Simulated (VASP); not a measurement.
# SnO (P4/nmm) in VASP: further runs, part 2 of 2

VASP 6.6.1. Earlier steps stand in the parts before.

### 3 Single point, PBE

This run uses another cell than the first one, of 18.89 Å³/atom.

INCAR

```
  PREC = Accurate
  ENCUT = 520
  EDIFF = 1E-6
  ISMEAR = 0
  SIGMA = 0.1
  LREAL = F
  LASPH = T
  NELM = 80
  ALGO = Normal
  ISIF = 2
  LWAVE = F
  LCHARG = F
  GGA = PE
  NBANDS = 28
```

KPOINTS

```
Automatic mesh
0
Gamma
  4 4 4
```

POSCAR

```
SnO
1.0
    3.8687838546      0.0000000000      0.0000000000
    0.0000000000      3.8687838546      0.0000000000
    0.0000000000      0.0000000000      5.0478737612
Sn O
2 2
Direct
    0.0000000000      0.5000000000      0.2294192738
    0.5000000000      0.0000000000      0.7705807262
    0.0000000000      0.0000000000      0.0000000000
    0.5000000000      0.5000000000      0.0000000000
```

Potentials or basis: VASP PAW PBE potentials, release 64 (Sn_d, O).

Launch:

```
$ cat potpaw_PBE.64/Sn_d/POTCAR potpaw_PBE.64/O/POTCAR > POTCAR
$ mpirun -np 1 vasp_std > vasp.out
```

OUTCAR:

```text
PREC = Accurate
   ENCUT = 520
   EDIFF = 1E-6
   ISMEAR = 0
   LREAL = F
   LASPH = T
   NELM = 80
   ISIF = 2
   GGA = PE

 ion  position               nearest neighbor table
   1  0.000  0.500  0.229-   3 2.25   4 2.25   3 2.25   4 2.25   2 3.58   2 3.58   2 3.58   2 3.58

   2  0.500  0.000  0.771-   3 2.25   4 2.25   4 2.25   3 2.25   1 3.58   1 3.58   1 3.58   1 3.58

   3  0.000  0.000  0.000-   1 2.25   2 2.25   1 2.25   2 2.25
   4  0.500  0.500  0.000-   1 2.25   2 2.25   2 2.25   1 2.25

  LATTYP: Found a simple tetragonal cell.
 ALAT       =     3.8687838546
 C/A-ratio  =     1.3047701683

  Lattice vectors:

 A1 = (   3.8687838546,   0.0000000000,   0.0000000000)
 A2 = (   0.0000000000,   3.8687838546,   0.0000000000)
 A3 = (   0.0000000000,   0.0000000000,   5.0478737612)

Analysis of symmetry for initial positions (statically):
=====================================================================
 Subroutine PRICEL returns:
[... 167 lines left out ...]
  free energy    TOTEN  =       -22.71859300 eV

  energy without entropy =      -22.71858653  energy(sigma->0) =      -22.71858976

 E-fermi :   6.4084     XC(G=0):  -9.8409

 val. band max:        6.1711170623   @ k =   0.0000   0.0000   0.0000
 cond. band min:       6.6589793735   @ k =   0.5000   0.5000   0.0000
 fundamental gap:      0.4878623112
 Fermi energy:         6.4084320999

 k-point     1 :       0.0000    0.0000    0.0000
  band No.  band energies     occupation
      1     -15.5723      2.00000
      2     -15.2066      2.00000
      3     -15.2026      2.00000
      4     -15.2026      2.00000
      5     -15.1729      2.00000
      6     -15.1586      2.00000
[... 547 lines left out ...]
     27      15.7926      0.00000
     28      15.7926      0.00000

------------------------ aborting loop because EDIFF is reached ----------------------------------------

  FORCE on cell =-STRESS in cart. coord.  units (eV):
  Direction    XX          YY          ZZ          XY          YZ          ZX
  --------------------------------------------------------------------------------------
  -------------------------------------------------------------------------------------
  Total        0.1198949      0.1198949      0.1925043      0.0000000     -0.0000000      0.0000000
  in kB        2.5424578      2.5424578      4.0821935      0.0000000     -0.0000000      0.0000000
  external PRESSURE =       3.0557030 kB  Pullay stress =       0.0000000 kB

 VOLUME and BASIS-vectors are now :
 -----------------------------------------------------------------------------
  energy-cutoff  :      520.00
  volume of cell :       75.55
      direct lattice vectors                 reciprocal lattice vectors
     3.868783855  0.000000000  0.000000000     0.258479160  0.000000000  0.000000000
     0.000000000  3.868783855  0.000000000     0.000000000  0.258479160  0.000000000
     0.000000000  0.000000000  5.047873761     0.000000000  0.000000000  0.198103211

 POSITION                                       TOTAL-FORCE (eV/Angst)
 -----------------------------------------------------------------------------------
      0.00000      1.93439      1.15808        -0.000000      0.000000      0.076024
      1.93439      0.00000      3.88979         0.000000     -0.000000     -0.076024
      0.00000      0.00000      0.00000        -0.000000     -0.000000      0.000000
      1.93439      1.93439      0.00000        -0.000000      0.000000      0.000000
 -----------------------------------------------------------------------------------
    total drift:                                0.000000      0.000000     -0.000000

  FREE ENERGIE OF THE ION-ELECTRON SYSTEM (eV)
  ---------------------------------------------------
  free  energy   TOTEN  =       -22.7185929991 eV

  energy  without entropy=      -22.7185865298  energy(sigma->0) =      -22.71858976
```

OSZICAR:

```text
N       E                     dE             d eps       ncg     rms          rms(c)
DAV:   1     0.421815317831E+03    0.42182E+03   -0.19828E+04  1040   0.210E+03
DAV:   2     0.390973715558E+02   -0.38272E+03   -0.36734E+03  1064   0.549E+02
DAV:   3    -0.235678004521E+02   -0.62665E+02   -0.61629E+02  1184   0.180E+02
DAV:   4    -0.264663177956E+02   -0.28985E+01   -0.28882E+01  1120   0.421E+01
DAV:   5    -0.265374520813E+02   -0.71134E-01   -0.71126E-01  1116   0.721E+00    0.117E+01
DAV:   6    -0.227761862005E+02    0.37613E+01   -0.18036E+01  1604   0.456E+01    0.511E+00
DAV:   7    -0.227392447770E+02    0.36941E-01   -0.22071E+00  1196   0.878E+00    0.250E+00
DAV:   8    -0.227246136380E+02    0.14631E-01   -0.29829E-01  1248   0.358E+00    0.809E-01
DAV:   9    -0.227175013068E+02    0.71123E-02   -0.45670E-02  1600   0.208E+00    0.251E-01
DAV:  10    -0.227190256765E+02   -0.15244E-02   -0.77697E-03  1344   0.779E-01    0.161E-01
DAV:  11    -0.227185633293E+02    0.46235E-03   -0.26428E-03  1528   0.451E-01    0.247E-02
DAV:  12    -0.227185963761E+02   -0.33047E-04   -0.29700E-04  1032   0.106E-01    0.315E-02
DAV:  13    -0.227185932568E+02    0.31193E-05   -0.32364E-05  1244   0.469E-02    0.483E-03
DAV:  14    -0.227185929991E+02    0.25775E-06   -0.40241E-06  1096   0.127E-02
   1 F= -.22718593E+02 E0= -.22718590E+02  d E =-.646927E-05
```

stdout:

```text
POSCAR found type information on POSCAR SnO
 POSCAR found :  2 types and       4 ions
 scaLAPACK will be used
 LDA part: xc-table for (Slater+PW92), standard interpolation
 POSCAR, INCAR and KPOINTS ok, starting setup
 FFT: planning ... GRIDC
 FFT: planning ... GRID_SOFT
 FFT: planning ... GRID
 WAVECAR not read
 entering main loop
```

Wall time 58 s (1 thread of Intel Xeon 8259CL, shared host); peak memory 0.19 GiB.

Results:

| Property | Result |
| --- | --- |
| Free energy | -22.7186 eV |
| Pressure | 0.3 GPa |
| Largest force | 0.076 eV/Å |
| Band gap on the k mesh | 0.49 eV (least direct gap 1.92 eV) |

Forces in eV/Å, atoms in the order of the input:
```
Sn   0.000  0.000  0.076
Sn   0.000  0.000 -0.076
O    0.000  0.000  0.000
O    0.000  0.000  0.000
```

Levels at points of the mesh, in eV from the valence-band top:
```csv
k point,band 16,band 17,band 18,band 19,band 20,band 21,band 22,band 23,band 24,band 25
"(0.00, 0.00, 0.00)",-5.83,-3.16,-2.89,-2.89,0.00,1.92,4.10,4.90,4.90,5.54
"(0.50, 0.00, 0.00)",-4.62,-4.48,-4.48,-2.34,-2.34,3.06,3.06,5.70,5.70,5.93
"(0.50, 0.50, 0.00)",-4.74,-2.25,-2.25,-1.74,-1.74,0.49,0.49,4.57,4.57,6.84
"(0.00, 0.00, 0.50)",-3.38,-3.21,-2.90,-2.90,-1.93,1.72,3.29,3.29,3.75,7.72
"(0.50, 0.00, 0.50)",-5.01,-4.45,-4.45,-1.53,-1.53,2.49,2.49,5.55,5.55,6.39
"(0.50, 0.50, 0.50)",-5.09,-2.36,-2.36,-2.25,-2.25,2.61,2.61,3.78,3.78,5.51
```

Caveat: spin-orbit coupling is left out, which moves the levels of the heavy elements.

### 4 Relaxation of cell and atoms, PBE

INCAR

```
SYSTEM = SnO
ALGO = Normal ; EDIFF = 1E-6
EDIFFG = -0.04 ; ENCUT = 600
GGA = PE ; IBRION = 2
ISIF = 3 ; ISMEAR = 0
LASPH = .TRUE. ; LCHARG = .FALSE.
LREAL = .FALSE. ; LWAVE = .FALSE.
NELM = 80 ; NSW = 90
PREC = Accurate ; SIGMA = 0.1
```

KPOINTS

```
k-points
0
G
  4 4 4
  0 0 0
```

POSCAR

```
SnO
1.0
    3.8020000500      0.0000000000      0.0000000000
    0.0000000000      3.8020000500      0.0000000000
    0.0000000000      0.0000000000      4.8359999700
Sn O
2 2
Direct
    0.0000000000      0.5000000000      0.2385000000
    0.5000000000      0.0000000000      0.7615000000
    0.0000000000      0.0000000000      0.0000000000
    0.5000000000      0.5000000000      0.0000000000
```

Potentials or basis: VASP PAW PBE potentials, release 64 (Sn_d, O).

Launch:

```
$ cat potpaw_PBE.64/Sn_d/POTCAR potpaw_PBE.64/O/POTCAR > POTCAR
$ mpirun -np 1 vasp_std > vasp.out
```

OUTCAR:

```text
SYSTEM = SnO
   EDIFF = 1E-6
   EDIFFG = -0.04
   ENCUT = 600
   GGA = PE
   IBRION = 2
   ISIF = 3
   ISMEAR = 0
   LASPH = .TRUE.
   LREAL = .FALSE.
   NELM = 80
   NSW = 90
   PREC = Accurate

 ion  position               nearest neighbor table
   1  0.000  0.500  0.239-   3 2.22   4 2.22   3 2.22   4 2.22   2 3.54   2 3.54   2 3.54   2 3.54
                             2 3.69   2 3.69   2 3.69   2 3.69
   2  0.500  0.000  0.761-   3 2.22   4 2.22   4 2.22   3 2.22   1 3.54   1 3.54   1 3.54   1 3.54
                             1 3.69   1 3.69   1 3.69   1 3.69
   3  0.000  0.000  0.000-   1 2.22   2 2.22   1 2.22   2 2.22
   4  0.500  0.500  0.000-   1 2.22   2 2.22   2 2.22   1 2.22

  LATTYP: Found a simple tetragonal cell.
 ALAT       =     3.8020000500
 C/A-ratio  =     1.2719621006

  Lattice vectors:

 A1 = (   3.8020000500,   0.0000000000,   0.0000000000)
 A2 = (   0.0000000000,   3.8020000500,   0.0000000000)
 A3 = (   0.0000000000,   0.0000000000,   4.8359999700)

Analysis of symmetry for initial positions (statically):
=====================================================================
 Subroutine PRICEL returns:
 Original cell was already a primitive cell.

 Routine SETGRP: Setting up the symmetry group for a
 simple tetragonal supercell.

 Subroutine GETGRP returns: Found 16 space group operations
 (whereof  8 operations were pure point group operations)
 out of a pool of 16 trial point group operations.

The static configuration has the point symmetry D_2d.
 The point group associated with its full space group is D_4h.

Analysis of symmetry for dynamics (positions and initial velocities):
=====================================================================
 Subroutine PRICEL returns:
 Original cell was already a primitive cell.

 Routine SETGRP: Setting up the symmetry group for a
 simple tetragonal supercell.

 Subroutine GETGRP returns: Found 16 space group operations
 (whereof  8 operations were pure point group operations)
 out of a pool of 16 trial point group operations.

The dynamic configuration has the point symmetry D_2d.
 The point group associated with its full space group is D_4h.

[... 121 lines left out ...]
   LHFCALC =     F    Hartree Fock is set to
   AEXX    =    0.0000 exact exchange contribution
   IVDW    =     0    specifies the selected vdW correction
   LEPSILON=     F    determine dielectric tensor
   LRPA    =     F    only Hartree local field effects (RPA)
 conjugate gradient relaxation of ions
 non-spin polarized calculation
 Gauss-broadening in eV      SIGMA  =   0.10
  energy-cutoff  :      600.00
  volume of cell :       69.91
 maximum number of plane-waves:      2348
   NGX = 15   NGY = 15   NGZ = 19

--------------------------------------- Ionic step        1  -------------------------------------------

 number of electron      40.0000024 magnetization

 Free energy of the ion-electron system (eV)
  ---------------------------------------------------
  ext. energy  EPLUGINS =         0.00000000
  ---------------------------------------------------
  free energy    TOTEN  =       -22.66631603 eV

  energy without entropy =      -22.66398212  energy(sigma->0) =      -22.66514907

------------------------ aborting loop because EDIFF is reached ----------------------------------------

  FORCE on cell =-STRESS in cart. coord.  units (eV):
  Direction    XX          YY          ZZ          XY          YZ          ZX
  --------------------------------------------------------------------------------------
  -------------------------------------------------------------------------------------
  Total        2.0177544      2.0177544      1.5895644      0.0000000     -0.0000000      0.0000000
  in kB       46.2453814     46.2453814     36.4315955      0.0000000     -0.0000000      0.0000000
  external PRESSURE =      42.9741194 kB  Pullay stress =       0.0000000 kB
[... 215 lines left out ...]
--------------------------------------- Ionic step        7  -------------------------------------------

 number of electron      39.9999982 magnetization

 E-fermi :   6.5798     XC(G=0): -10.0068

 val. band max:        6.4281805618   @ k =   0.0000   0.0000   0.0000
 cond. band min:       6.7500310665   @ k =   0.5000   0.5000   0.0000
 fundamental gap:      0.3218505047
 Fermi energy:         6.5797514633

 k-point     1 :       0.0000    0.0000    0.0000
  band No.  band energies     occupation
      1     -15.3094      2.00000
      2     -14.9503      2.00000
      3     -14.9503      2.00000
      4     -14.9448      2.00000
      5     -14.9180      2.00000
      6     -14.9072      2.00000
[... 550 lines left out ...]
--------------------------------------- Ionic step        9  -------------------------------------------

 number of electron      39.9999987 magnetization

 Free energy of the ion-electron system (eV)
  ---------------------------------------------------
  ext. energy  EPLUGINS =         0.00000000
  ---------------------------------------------------
  free energy    TOTEN  =       -22.71548202 eV

  energy without entropy =      -22.71544584  energy(sigma->0) =      -22.71546393

 E-fermi :   6.4411     XC(G=0):  -9.9008

 val. band max:        6.2431513477   @ k =   0.0000   0.0000   0.0000
 cond. band min:       6.6543714495   @ k =   0.5000   0.5000   0.0000
 fundamental gap:      0.4112201018
 Fermi energy:         6.4410973339

 k-point     1 :       0.0000    0.0000    0.0000
  band No.  band energies     occupation
      1     -15.4827      2.00000
      2     -15.1259      2.00000
      3     -15.1255      2.00000
      4     -15.1255      2.00000
      5     -15.0960      2.00000
      6     -15.0827      2.00000
[... 506 lines left out ...]
  FREE ENERGIE OF THE ION-ELECTRON SYSTEM (eV)
  ---------------------------------------------------
  free  energy   TOTEN  =       -22.7154820203 eV

  energy  without entropy=      -22.7154458416  energy(sigma->0) =      -22.71546393

 reached required accuracy - stopping structural energy minimisation
```

OSZICAR:

```text
N       E                     dE             d eps       ncg     rms          rms(c)
DAV:   1     0.420599285290E+03    0.42060E+03   -0.22464E+04   872   0.277E+03
[... 85 lines left out ...]
DAV:   1    -0.228210912494E+02   -0.10878E+00   -0.50626E+00  1256   0.238E+01    0.203E+00
DAV:   2    -0.227349089962E+02    0.86182E-01   -0.37620E-01  1088   0.590E+00    0.812E-01
DAV:   3    -0.227195608944E+02    0.15348E-01   -0.33630E-02  1080   0.327E+00    0.384E-01
DAV:   4    -0.227156487117E+02    0.39122E-02   -0.10464E-02  1240   0.165E+00    0.994E-02
DAV:   5    -0.227155404294E+02    0.10828E-03   -0.32738E-03  1184   0.651E-01    0.558E-02
DAV:   6    -0.227154783923E+02    0.62037E-04   -0.45068E-04  1256   0.187E-01    0.150E-02
DAV:   7    -0.227154824528E+02   -0.40605E-05   -0.36354E-05  1096   0.529E-02    0.656E-03
DAV:   8    -0.227154820203E+02    0.43255E-06   -0.77280E-06  1024   0.219E-02
   9 F= -.22715482E+02 E0= -.22715464E+02  d E =-.475590E-02
```

It took 5.4 min on 1 thread of Intel Xeon 8259CL, shared host; peak memory 0.21 GiB.

Results:

```yaml
Free_energy: -22.7155 eV
Relaxed_volume: 18.72 Å³/atom
Relaxed_cell: a = 3.878 Å, b = 3.878 Å, c = 4.979 Å, α = 90.00°, β = 90.00°, γ = 90.00°
Space_group_after_relaxing_to_0.1_Å: P4/nmm (No. 129)
Energy_gained_by_relaxing: 12.3 meV/atom
Ionic_steps: 9
Pressure_after_relaxing: -0.2 GPa
Largest_force_after_relaxing: 0.035 eV/Å
Band_gap_on_the_k_mesh: 0.41 eV (least direct gap 1.96 eV)
```

Forces in eV/Å, atoms in the order of the input:
```
Sn   0.000  0.000 -0.035
Sn   0.000  0.000  0.035
O    0.000  0.000  0.000
O    0.000  0.000  0.000
```

Stress tensor (GPa, compression positive):
```
-0.33  0.00  0.00
 0.00 -0.33  0.00
 0.00  0.00  0.16
```

The path:
```
step  energy change (eV)  largest force (eV/Å)  pressure (GPa)  volume (Å³)
   1              0.0000                0.4876            4.30        69.91
   2             -0.0054                0.8021           -2.94        74.76
   3             -0.0377                0.2136            0.26        72.35
   4             -0.0377                0.2002            0.36        72.30
   5             -0.0417                0.1408            0.27        72.77
   6             -0.0444                0.0371            0.12        73.46
   7             -0.0444                0.0232            0.11        73.55
   8             -0.0460                0.0270            0.01        73.88
   9             -0.0492                0.0348           -0.17        74.88
```

Final structure:
```yaml
crystal:
  lattice:
    - [3.87797, 0.00000, 0.00000]
    - [0.00000, 3.87797, 0.00000]
    - [0.00000, 0.00000, 4.97941]
  atoms:
    - { symbol: Sn, position: [0.00000, 0.50000, 0.23287] }
    - { symbol: Sn, position: [0.50000, 0.00000, 0.76713] }
    - { symbol: O, position: [0.00000, 0.00000, 0.00000] }
    - { symbol: O, position: [0.50000, 0.50000, 0.00000] }
```

Levels at points of the mesh, in eV from the valence-band top:
```tsv
k point	band 16	band 17	band 18	band 19	band 20	band 21	band 22	band 23	band 24
(0.00, 0.00, 0.00)	-5.79	-3.12	-2.86	-2.86	0.00	1.96	4.26	4.81	4.81
(0.50, 0.00, 0.00)	-4.57	-4.44	-4.44	-2.36	-2.36	3.12	3.12	5.88	5.88
(0.50, 0.50, 0.00)	-4.68	-2.22	-2.22	-1.73	-1.73	0.41	0.41	4.59	4.59
(0.00, 0.00, 0.50)	-3.30	-3.18	-2.87	-2.87	-1.89	1.72	3.20	3.20	3.70
(0.50, 0.00, 0.50)	-4.99	-4.41	-4.41	-1.52	-1.52	2.55	2.55	5.47	5.47
(0.50, 0.50, 0.50)	-5.07	-2.41	-2.41	-2.22	-2.22	2.58	2.58	3.89	3.89
```

Caveat: spin-orbit coupling is left out, which moves the levels of the heavy elements. Expect the measured gap to be larger: semilocal functionals such as PBE lack the derivative discontinuity.

### 5 Single point, PBE

This run uses another cell than the first one: it holds 8 atoms, not 4.

INCAR

```
SYSTEM = SnO
ALGO = Normal ; EDIFF = 1E-7
ENCUT = 520 ; GGA = PE
ISIF = 2 ; ISMEAR = 0
LASPH = .True. ; LCHARG = .True.
LELF = .True. ; LREAL = .False.
LVHAR = .True. ; LWAVE = .False.
NBANDS = 50 ; NELM = 80
PREC = Accurate ; SIGMA = 0.1
```

KPOINTS

```
k-points
0
Gamma
  4 4 2
  0 0 0
```

POSCAR

```
SnO
1.0
    3.8677643025      0.0000000000      0.0000000000
    0.0000000000      3.8677643025      0.0000000000
    0.0000000000      0.0000000000     10.1399661051
Sn O
4 4
Direct
    0.0000000000      0.5000000000      0.1143543508
    0.0000000000      0.5000000000      0.6143543508
    0.5000000000      0.0000000000      0.3856456492
    0.5000000000      0.0000000000      0.8856456492
    0.0000000000      0.0000000000      0.5000000000
    0.0000000000      0.0000000000      0.0000000000
    0.5000000000      0.5000000000      0.5000000000
    0.5000000000      0.5000000000      0.0000000000
```

Launch:

```
$ cat potpaw_PBE.64/Sn_d/POTCAR potpaw_PBE.64/O/POTCAR > POTCAR
$ mpirun -np 1 vasp_std > vasp.out
```

Run time: 3.6 min. Hardware: 1 thread of Intel Xeon 8259CL, shared host; peak memory 0.29 GiB.

The run converged. Its results:

* Free energy: -45.4379 eV
* Pressure: 0.2 GPa
* Largest force: 0.066 eV/Å
* Band gap on the k mesh: 0.51 eV

Forces on the atoms (eV/Å):
```
Sn   0.000  0.000  0.066
Sn   0.000  0.000  0.066
Sn   0.000  0.000 -0.066
Sn   0.000  0.000 -0.066
O    0.000  0.000  0.000
O    0.000  0.000  0.000
O    0.000  0.000  0.000
O    0.000  0.000  0.000
```

Levels at points of the mesh, in eV from the valence-band top:
| k point | band 37 | band 38 | band 39 | band 40 | band 41 | band 42 | band 43 | band 44 |
| --- | --- | --- | --- | --- | --- | --- | --- | --- |
| (0.00, 0.00, 0.00) | -2.88 | -2.88 | -1.94 | 0.00 | 1.72 | 1.91 | 3.31 | 3.31 |
| (0.50, 0.00, 0.00) | -2.33 | -2.33 | -1.53 | -1.53 | 2.47 | 2.47 | 3.04 | 3.04 |
| (0.50, 0.50, 0.00) | -2.24 | -2.24 | -1.74 | -1.74 | 0.51 | 0.51 | 2.61 | 2.61 |
| (0.00, 0.00, 0.50) | -2.89 | -2.89 | -0.68 | -0.68 | 1.68 | 1.68 | 3.82 | 3.82 |
| (0.50, 0.00, 0.50) | -1.91 | -1.91 | -1.91 | -1.91 | 2.75 | 2.75 | 2.75 | 2.75 |
| (0.50, 0.50, 0.50) | -2.06 | -2.06 | -2.06 | -2.06 | 1.25 | 1.25 | 1.25 | 1.25 |

Caveat: spin-orbit coupling is left out, which moves the levels of the heavy elements. A k mesh can miss the band edges.

### 6 The runs side by side

| task | cell | k mesh | cutoff (eV) | gap on the mesh (eV) | pressure (GPa) | largest force (eV/Å) |
| --- | --- | --- | --- | --- | --- | --- |
| single point | a = 3.802, b = 3.802, c = 4.836 Å, 4 atoms, atomic positions A | 4 × 4 × 4 | 520 | - | 4.4 | 0.49 |
| single point | a = 3.869, b = 3.869, c = 5.048 Å, 4 atoms, atomic positions B | 4 × 4 × 4 | 520 | 0.49 | 0.3 | 0.08 |
| relaxation of cell and atoms | relaxed from a = 3.802, b = 3.802, c = 4.836 Å, 4 atoms, atomic positions A | 4 × 4 × 4 | 600 | 0.41 | -0.2 | 0.03 |
| single point | a = 3.868, b = 3.868, c = 10.140 Å, 8 atoms, atomic positions C | 4 × 4 × 2 | 520 | 0.51 | 0.2 | 0.07 |

Alike in all rows: level PBE; potentials or basis VASP PAW PBE potentials, release 64 (Sn_d, O); no spin polarisation; smearing gaussian 0.1 eV.

Caveats: some runs use coarse meshes; spin-orbit coupling is left out, which moves the levels of the heavy elements.

Total energies depend on the potentials used, so only differences within one code and one set of settings carry meaning.
